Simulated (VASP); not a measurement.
# Bi in VASP: a series of runs

Runs on Bi. Level: r2SCAN. Tasks: single point.

Everything below comes from runs of VASP 6.6.1. Logs are shortened: lines on timing, memory, paths and dates and some standing lists are left out, and cuts for length are marked.

### Step 1. The cell of the first run

Symmetry: Im-3m, No. 229, cubic system. Conventional cell: a = 3.844 Å, b = 3.844 Å, c = 3.844 Å, α = 90.00°, β = 90.00°, γ = 90.00°. Bi (site symmetry m-3m) has 14 Bi at 3.33 to 3.84 Å within 4.4 Å.

### Step 2. Single point, r2SCAN (strain -0.030 along x and y, -0.030 along z)

Contents of POSCAR:

```
Bi
1.0
   -1.9219876158      1.9219876158      1.9219876158
    1.9219876158     -1.9219876158      1.9219876158
    1.9219876158      1.9219876158     -1.9219876158
Bi
1
Direct
    0.0000000000      0.0000000000      0.0000000000
```

Contents of INCAR.step1:

```
PREC = Accurate
ENCUT = 520
ISMEAR = 0
SIGMA = 0.15
LREAL = F
LASPH = T
NELM = 100
NBANDS = 14
GGA = PE
ALGO = Normal
EDIFF = 1E-4
LWAVE = T
LCHARG = F
```

Contents of INCAR.step2:

```
PREC = Accurate
ENCUT = 520
EDIFF = 1E-7
ISMEAR = 0
SIGMA = 0.15
LREAL = F
LASPH = T
NELM = 100
ALGO = Normal
ISIF = 2
LWAVE = F
LCHARG = T
METAGGA = R2SCAN
LMIXTAU = T
LELF = T
LVHAR = T
NBANDS = 14
ISTART = 1
```

Contents of KPOINTS:

```
regular mesh
0
Gamma
  18 18 18
```

Potentials or basis: VASP PAW PBE potentials, release 64 (Bi_d).

Run with:

```
> cat potpaw_PBE.64/Bi_d/POTCAR > POTCAR
> cp INCAR.step1 INCAR
> mpirun -np 1 vasp_std > vasp.out
> cp INCAR.step2 INCAR
> mpirun -np 1 vasp_std > vasp.out
```

OUTCAR:

```text
PREC = Accurate
   ENCUT = 520
   EDIFF = 1E-7
   ISMEAR = 0
   LREAL = F
   LASPH = T
   NELM = 100
   ISIF = 2
   METAGGA = R2SCAN
   ISTART = 1

 ion  position               nearest neighbor table
   1  0.000  0.000  0.000-

  LATTYP: Found a body centered cubic cell.
 ALAT       =     3.8439752316

  Lattice vectors:

 A1 = (  -1.9219876158,   1.9219876158,   1.9219876158)
 A2 = (   1.9219876158,  -1.9219876158,   1.9219876158)
 A3 = (   1.9219876158,   1.9219876158,  -1.9219876158)

Analysis of symmetry for initial positions (statically):
=====================================================================
 Subroutine PRICEL returns:
 Original cell was already a primitive cell.

 Routine SETGRP: Setting up the symmetry group for a
 body centered cubic supercell.

 Subroutine GETGRP returns: Found 48 space group operations
 (whereof 48 operations were pure point group operations)
 out of a pool of 48 trial point group operations.

The static configuration has the point symmetry O_h .

Analysis of symmetry for dynamics (positions and initial velocities):
=====================================================================
 Subroutine PRICEL returns:
 Original cell was already a primitive cell.

 Routine SETGRP: Setting up the symmetry group for a
 body centered cubic supercell.

 Subroutine GETGRP returns: Found 48 space group operations
 (whereof 48 operations were pure point group operations)
 out of a pool of 48 trial point group operations.

The dynamic configuration has the point symmetry O_h .

 Subroutine INISYM returns: Found 48 space group operations
 (whereof 48 operations are pure point group operations),
 and found     1 'primitive' translations

----------------------------------------------------------------------------------------

                                     Primitive cell

  volume of cell :      28.3996

  direct lattice vectors                    reciprocal lattice vectors
    -1.921987616  1.921987616  1.921987616     0.000000000  0.260147358  0.260147358
     1.921987616 -1.921987616  1.921987616     0.260147358  0.000000000  0.260147358
     1.921987616  1.921987616 -1.921987616     0.260147358  0.260147358  0.000000000

  length of vectors
     3.328980202  3.328980202  3.328980202     0.367903922  0.367903922  0.367903922

  position of ions in fractional coordinates (direct lattice)
     0.000000000  0.000000000  0.000000000

  ion indices of the primitive-cell ions
   primitive index   ion index
                 1           1

----------------------------------------------------------------------------------------

 KPOINTS: regular mesh

Automatic generation of k-mesh.
 Grid dimensions read from file:
 generate k-points for:   18   18   18

 Generating k-lattice:

  Cartesian coordinates                     Fractional coordinates (reciprocal lattice)
     0.000000000  0.014452631  0.014452631     0.055555556  0.000000000  0.000000000
     0.014452631  0.000000000  0.014452631     0.000000000  0.055555556  0.000000000
     0.014452631  0.014452631  0.000000000     0.000000000  0.000000000  0.055555556

  Length of vectors
     0.020439107  0.020439107  0.020439107

  Shift w.r.t. Gamma in fractional coordinates (k-lattice)
     0.000000000  0.000000000  0.000000000

 Subroutine IBZKPT returns following result:
 ===========================================

 Found    195 irreducible k-points:

 Following reciprocal coordinates:
            Coordinates               Weight
  0.000000  0.000000  0.000000      1.000000
  0.055556  0.000000  0.000000     12.000000
  0.111111  0.000000  0.000000     12.000000
  0.166667  0.000000  0.000000     12.000000
  0.222222  0.000000  0.000000     12.000000
  0.277778  0.000000  0.000000     12.000000
[... 16 lines left out ...]
  0.333333  0.111111  0.000000     48.000000
  0.388889  0.111111 -0.000000     48.000000
 [... further k-points ...]
   k-points           NKPTS =    195   k-points in BZ     NKDIM =    195   number of bands    NBANDS=     14
   number of dos      NEDOS =    301   number of ions     NIONS =      1
   total plane-waves  NPLWV =  21952
   dimension x,y,z NGX =    28 NGY =   28 NGZ =   28
   dimension x,y,z NGXF=    56 NGYF=   56 NGZF=   56
   ions per type =               1
   NGX,Y,Z   is equivalent  to a cutoff of  13.98, 13.98, 13.98 a.u.
   NGXF,Y,Z  is equivalent  to a cutoff of  27.97, 27.97, 27.97 a.u.
 SYSTEM =  unknown system
   PREC   = accura    normal or accurate (medium, high low for compatibility)
   ISTART =      1    job   : 0-new  1-cont  2-samecut
   ICHARG =      0    charge: 1-file 2-atom 10-const
   ISPIN  =      1    spin polarized calculation?
   LNONCOLLINEAR =      F non collinear calculations
   LSORBIT =      F    spin-orbit coupling
   LASPH  =      T    aspherical Exc in radial PAW
   ENCUT  =  520.0 eV  38.22 Ry    6.18 a.u.   6.19  6.19  6.19*2*pi/ulx,y,z
   NELM   =    100;   NELMIN=  2; NELMDL=  0     # of ELM steps
   EDIFF  = 0.1E-06   stopping-criterion for ELM
   LREAL  =      F    real-space projection
   EDIFFG = 0.1E-05   stopping-criterion for IOM
   NSW    =      0    number of steps for IOM
   IBRION =     -1    ionic relax: 0-MD 1-quasi-New 2-CG
   NFREE  =      0    steps in history (QN), initial steepest desc. (CG)
   ISIF   =      2    stress and relaxation
   ISYM   =      2    0-nonsym 1-usesym 2-fastsym
   POTIM  = 0.5000    time-step for ionic-motion
   TEBEG  =    0.0;   TEEND  =   0.0 temperature during run
   PSTRESS=    0.0 pullay stress
   NELECT =      15.0000    total number of electrons
   NUPDOWN=      -1.0000    fix difference up-down
   EMIN   =  10.00;   EMAX   =-10.00  energy-range for DOS
   EFERMI =   0.00;   METHOD = LEGACY
   ISMEAR =     0;   SIGMA  =   0.15  broadening in eV -4-tet -1-fermi 0-gaus
   EFERMI_NEDOS =   21; number of points for ismear=-14 and -15
   IALGO  =     38    algorithm
   IMIX   =      4    mixing-type and parameters
     AMIX     =   0.40;   BMIX     =  1.00
     AMIX_MAG =   1.60;   BMIX_MAG =  1.00
  volume/ion in A,a.u.               =      28.40       191.65
  Fermi-wavevector in a.u.,A,eV,Ry     =   1.323330  2.500730 23.826536  1.751201
  Thomas-Fermi vector in A             =   2.452945
   LORBIT       =      0    0 simple, 1 ext, 2 COOP (PROOUT), +10 PAW based schemes
   METAGGA = R2SCAN    functional components
   LHFCALC =     F    Hartree Fock is set to
   AEXX    =    0.0000 exact exchange contribution
   IVDW    =     0    specifies the selected vdW correction
   LEPSILON=     F    determine dielectric tensor
   LRPA    =     F    only Hartree local field effects (RPA)
 non-spin polarized calculation
 Gauss-broadening in eV      SIGMA  =   0.15
  energy-cutoff  :      520.00
  volume of cell :       28.40
 maximum number of plane-waves:       784
 NGX is ok and might be reduce to    28
   NGX = 13   NGY = 13   NGZ = 13

 number of electron      15.0000003 magnetization

 Free energy of the ion-electron system (eV)
  ---------------------------------------------------
  ext. energy  EPLUGINS =         0.00000000
  ---------------------------------------------------
  free energy    TOTEN  =       -58.22049187 eV

  energy without entropy =      -58.21195067  energy(sigma->0) =      -58.21622127

 E-fermi :   9.0755     XC(G=0): -11.5674

 val. band max:        9.0700895428   @ k =   0.3889   0.1111   0.0556
 cond. band min:       9.0801272327   @ k =  -0.3333   0.3333   0.2778
 fundamental gap:      0.0100376899
 Fermi energy:         9.0755086319

 k-point     1 :       0.0000    0.0000    0.0000
  band No.  band energies     occupation
      1     -14.8097      2.00000
      2     -14.8097      2.00000
      3     -14.8097      2.00000
      4     -14.6179      2.00000
      5     -14.6179      2.00000
      6      -5.7960      2.00000
      7      15.1054      0.00000
      8      15.1054      0.00000
      9      15.1054      0.00000
     10      20.3109      0.00000
     11      20.3109      0.00000
     12      20.3109      0.00000
     13      20.4585      0.00000
     14      21.8307      0.00000

 k-point     2 :       0.0556    0.0000    0.0000
  band No.  band energies     occupation
      1     -14.8115      2.00000
      2     -14.8067      2.00000
      3     -14.8005      2.00000
      4     -14.6201      2.00000
      5     -14.6183      2.00000
      6      -5.7295      2.00000
      7      14.4076      0.00000
      8      14.8766      0.00000
      9      15.0402      0.00000
     10      19.6740      0.00000
     11      19.9706      0.00000
     12      20.2186      0.00000
     13      20.9295      0.00000
     14      22.1312      0.00000

 k-point     3 :       0.1111    0.0000    0.0000
  band No.  band energies     occupation
      1     -14.8168      2.00000
      2     -14.7986      2.00000
      3     -14.7740      2.00000
      4     -14.6260      2.00000
      5     -14.6193      2.00000
      6      -5.5307      2.00000
      7      12.8656      0.00000
      8      14.2993      0.00000
      9      14.8481      0.00000
     10      18.7621      0.00000
     11      19.3892      0.00000
     12      20.0967      0.00000
     13      21.6662      0.00000
     14      22.9221      0.00000

 k-point     4 :       0.1667    0.0000    0.0000
  band No.  band energies     occupation
      1     -14.8250      2.00000
      2     -14.7876      2.00000
      3     -14.7333      2.00000
      4     -14.6340      2.00000
      5     -14.6210      2.00000
      6      -5.2012      2.00000
      7      11.0697      0.00000
      8      13.5667      0.00000
      9      14.5494      0.00000
     10      17.9709      0.00000
     11      18.8357      0.00000
     12      20.1343      0.00000
     13      22.1051      0.00000
     14      24.0060      0.00000

 k-point     5 :       0.2222    0.0000    0.0000
  band No.  band energies     occupation
      1     -14.8349      2.00000
      2     -14.7774      2.00000
      3     -14.6828      2.00000
      4     -14.6412      2.00000
      5     -14.6229      2.00000
      6      -4.7461      2.00000
      7       9.2524      0.09534
      8      12.8181      0.00000
      9      14.1889      0.00000
     10      17.3249      0.00000
     11      18.3585      0.00000
[... 276 lines left out ...]
 k-point    22 :       0.2778    0.1111    0.0000
  band No.  band energies     occupation
      1     -14.8416      2.00000
      2     -14.7668      2.00000
      3     -14.6468      2.00000
      4     -14.6305      2.00000
      5     -14.5769      2.00000
      6      -3.3439      2.00000
      7       5.9917      2.00000
      8      10.3737      0.00000
      9      12.7784      0.00000
     10      17.3065      0.00000
     11      19.2508      0.00000
     12      20.5265      0.00000
     13      24.2420      0.00000
     14      25.8739      0.00000

 k-point    23 :       0.3333    0.1111    0.0000
  band No.  band energies     occupation
      1     -14.8486      2.00000
      2     -14.7667      2.00000
      3     -14.6409      2.00000
      4     -14.6322      2.00000
      5     -14.5425      2.00000
      6      -2.6694      2.00000
      7       4.7031      2.00000
      8       9.9152      0.00000
      9      12.5112      0.00000
     10      17.0563      0.00000
     11      19.1660      0.00000
     12      21.0659      0.00000
     13      24.1295      0.00000
     14      27.3587      0.00000

 k-point    24 :       0.3889    0.1111   -0.0000
  band No.  band energies     occupation
      1     -14.8532      2.00000
      2     -14.7685      2.00000
      3     -14.6364      2.00000
      4     -14.6322      2.00000
      5     -14.5198      2.00000
      6      -2.0961      2.00000
      7       3.7522      2.00000
      8       9.6392      0.00000
      9      12.3452      0.00000
     10      16.9064      0.00000
     11      19.0730      0.00000
     12      21.7411      0.00000
     13      23.6404      0.00000
     14      27.8429      0.00000

 [... further k-points ...]

------------------------ aborting loop because EDIFF is reached ----------------------------------------

  FORCE on cell =-STRESS in cart. coord.  units (eV):
  Direction    XX          YY          ZZ          XY          YZ          ZX
  --------------------------------------------------------------------------------------
  -------------------------------------------------------------------------------------
  Total        1.1187643      1.1187643      1.1187643     -0.0000000      0.0000000      0.0000000
  in kB       63.1157064     63.1157064     63.1157064     -0.0000000      0.0000000      0.0000000
  external PRESSURE =      63.1157064 kB  Pullay stress =       0.0000000 kB

 VOLUME and BASIS-vectors are now :
 -----------------------------------------------------------------------------
  energy-cutoff  :      520.00
  volume of cell :       28.40
      direct lattice vectors                 reciprocal lattice vectors
    -1.921987616  1.921987616  1.921987616     0.000000000  0.260147358  0.260147358
     1.921987616 -1.921987616  1.921987616     0.260147358  0.000000000  0.260147358
     1.921987616  1.921987616 -1.921987616     0.260147358  0.260147358  0.000000000

 POSITION                                       TOTAL-FORCE (eV/Angst)
 -----------------------------------------------------------------------------------
      0.00000      0.00000      0.00000        -0.000000      0.000000     -0.000000
 -----------------------------------------------------------------------------------
    total drift:                               -0.000000     -0.000000     -0.000000

  FREE ENERGIE OF THE ION-ELECTRON SYSTEM (eV)
  ---------------------------------------------------
  free  energy   TOTEN  =       -58.2204918700 eV

  energy  without entropy=      -58.2119506736  energy(sigma->0) =      -58.21622127
```

It took 4.5 min on 1 thread of Intel Xeon Platinum 8375C at 2.90GHz (Ice Lake), shared host; peak memory 0.21 GiB.

What came out:

- Free energy: -58.2205 eV
- Pressure: 6.3 GPa

Caveat: the cell differs from its parent crystal (strain -0.030 along x and y, -0.030 along z); the PAW data sets were made with another functional, which shifts forces and pressure a little; spin-orbit coupling is left out, which moves the levels of the heavy elements.

(Part 1 of 2 ends here.)
